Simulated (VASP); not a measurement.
Set up this calculation in VASP 6.6.1, as the native input.

```yaml
Task: single point
Functional: B3LYP
Potentials_or_basis: VASP PAW PBE potentials, release 64 (Te, Be)
Cutoff: 520 eV
k_mesh: 4 × 4 × 4
Occupations: fermi-dirac, width 0.05 eV
Spin: no spin polarisation
Dipole_correction: no
Grid_for_exact_exchange_PRECFOCK: Normal
Further_INCAR_settings: ALGO = Normal; EDIFF = 1e-07; NBANDS = 11
Share_of_exact_exchange: 0.2
```

BeTe:

```xyz
2
Lattice="0.0000 2.8065 2.8065 2.8065 0.0000 2.8065 2.8065 2.8065 0.0000" Properties=species:S:1:pos:R:3 pbc="T T T"
Te    4.2097    4.2097    4.2097
Be    0.0000    0.0000    0.0000
```

The input as run:

POSCAR

```
BeTe
1.0
    0.0000000000      2.8064515486      2.8064515486
    2.8064515486      0.0000000000      2.8064515486
    2.8064515486      2.8064515486      0.0000000000
Te Be
1 1
Direct
    0.7500000000      0.7500000000      0.7500000000
    0.0000000000      0.0000000000      0.0000000000
```

INCAR.step1

```
SYSTEM = BeTe
PREC = Accurate ; ENCUT = 520
EDIFF = 1E-5 ; ISMEAR = -1
SIGMA = 0.05 ; LREAL = .FALSE.
LASPH = .TRUE. ; NELM = 80
ALGO = Normal ; ISIF = 2
LWAVE = .TRUE. ; NBANDS = 11
GGA = PE
```

INCAR.step2

```
SYSTEM = BeTe
PREC = Accurate ; ENCUT = 520
EDIFF = 1E-7 ; ISMEAR = -1
SIGMA = 0.05 ; LREAL = .FALSE.
LASPH = .TRUE. ; NELM = 80
ALGO = Normal ; ISIF = 2
LWAVE = .FALSE. ; LCHARG = .TRUE.
GGA = B3 ; LHFCALC = .TRUE.
AEXX = 0.2 ; AGGAX = 0.72
AGGAC = 0.81 ; ALDAC = 0.19
PRECFOCK = Normal ; LELF = .TRUE.
LVHAR = .TRUE. ; NBANDS = 11
ISTART = 1
```

KPOINTS

```
regular mesh
0
G
  4 4 4
  0 0 0
```

Potentials or basis: VASP PAW PBE potentials, release 64 (Te, Be).

Command:

```sh
$ cat potpaw_PBE.64/Te/POTCAR potpaw_PBE.64/Be/POTCAR > POTCAR
$ cp INCAR.step1 INCAR
$ mpirun -np 1 vasp_std > vasp.out
$ cp INCAR.step2 INCAR
$ mpirun -np 1 vasp_std > vasp.out
```

It gave:

```yaml
Pressure: 3.3 GPa
Band_gap_on_the_k_mesh: 3.33 eV (least direct gap 5.00 eV)
```

Caveat: the k points lie up to 0.48 Å⁻¹ apart; the PAW data sets were made with another functional, which shifts forces and pressure a little; spin-orbit coupling is left out, which moves the levels of the heavy elements.

Run time: 7 min on 1 thread of AMD EPYC 7R13 (shared host), peak memory 0.15 GiB.
